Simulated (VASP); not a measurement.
Here is a VASP 6.6.1 calculation.

File INCAR:

```
SYSTEM = MgBeTe3
  ALGO = Normal
  EDIFF = 1E-6
  ENCUT = 520
  GGA = PE
  ISIF = 2
  ISMEAR = 0
  LASPH = .TRUE.
  LCHARG = .FALSE.
  LREAL = .FALSE.
  LWAVE = .FALSE.
  NBANDS = 19
  NELM = 100
  PREC = Accurate
  SIGMA = 0.1
```

File KPOINTS:

```
k-points
0
G
  4 4 4
  0 0 0
```

The input POSCAR:

```
MgBeTe3
1.0
    3.5858428100     -3.5798059300      0.0000000000
    3.5858428100      3.5798059300      0.0000000000
   -0.0143165700      0.0000000000      5.0649508700
Mg Be Te
1 1 3
Direct
    0.5014330100      0.5014330100      0.4850949900
    0.0023430000      0.0023430000      0.0014330000
    0.5054529900      0.0001140000      0.4821859900
    0.4937190100      0.4937190100      0.9849569800
    0.0001140000      0.5054529900      0.4821859900
```

Potentials or basis: VASP PAW PBE potentials, release 64 (Mg, Be, Te).

The run is started by

```bash
$ cat potpaw_PBE.64/Mg/POTCAR potpaw_PBE.64/Be/POTCAR potpaw_PBE.64/Te/POTCAR > POTCAR
$ mpirun -np 1 vasp_std > vasp.out
```

(1) Predict the largest force.

(2) What does it give for the band gap on the k mesh?

(3) Estimate the pressure.

## Answers

(1) 0.165 eV/Å.

(2) zero (band 11 reaches 6.76 eV, above the bottom of band 12 at 5.19 eV).

(3) 9.9 GPa.

Caveat: spin-orbit coupling is left out, which moves the levels of the heavy elements.
